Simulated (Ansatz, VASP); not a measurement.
## Two plane-wave programs on TiAl

The input POSCAR:

```
TiAl
1.0
    3.2414144177      0.0000000000      0.0000000000
    0.0000000000      3.2414144177      0.0000000000
    0.0000000000      0.0000000000      3.2414144177
Ti Al
1 1
Direct
    0.0000000000      0.0000000000      0.0000000000
    0.5000000000      0.5000000000      0.5000000000
```

Contents of INCAR.step1:

```
PREC = Accurate
ENCUT = 520
ISMEAR = -1
SIGMA = 0.05
LREAL = F
LASPH = T
NELM = 60
NBANDS = 14
GGA = PE
ALGO = Normal
EDIFF = 1E-4
LWAVE = T
LCHARG = F
```

The input INCAR.step2:

```
PREC = Accurate
ENCUT = 520
EDIFF = 1E-6
ISMEAR = -1
SIGMA = 0.05
LREAL = F
LASPH = T
NELM = 60
ALGO = Normal
ISIF = 2
LWAVE = F
LCHARG = F
METAGGA = R2SCAN
LMIXTAU = T
NBANDS = 14
ISTART = 1
```

File KPOINTS:

```
regular mesh
0
Gamma
  8 8 8
```

The input input.yaml:

```yaml
crystal:
  lattice:
    - [3.2414144177, 0.0, 0.0]
    - [0.0, 3.2414144177, 0.0]
    - [0.0, 0.0, 3.2414144177]
  atoms:
    - { symbol: Ti, position: [0.0, 0.0, 0.0] }
    - { symbol: Al, position: [0.5, 0.5, 0.5] }
hamiltonian:
  xc: r2scan
  pseudopotentials: { kind: paw }
kpoints:
  mp_grid: { grid: [8, 8, 8] }
scf:
  occupations: { method: fermi_dirac, width: 0.05 }
output:
  forces: true
  stress: true
  eigenvalues: true
```

Alike in both runs: task single point; functional r2SCAN; k mesh 8 × 8 × 8; occupations fermi-dirac, width 0.05 eV; no spin polarisation.

|  | VASP | Ansatz |
| --- | --- | --- |
| version | VASP 6.6.1 | Ansatz 0.2.0 |
| potentials or method | VASP PAW PBE potentials, release 64 (Ti_sv, Al) | Ansatz PAW |
| plane-wave cutoff (eV) | 520 | 500 |
| valence electrons in the cell | 15 | 15 |

|  | VASP | Ansatz | Ansatz less VASP |
| --- | --- | --- | --- |
| gap on the k mesh at the Fermi level (eV) | none | none | - |
| pressure (GPa) | -6.6 | -6.8 | -0.24 |

VASP's potentials were made for PBE, not for r2SCAN. A gap of «none» marks a metal or a gap that the smearing closes.
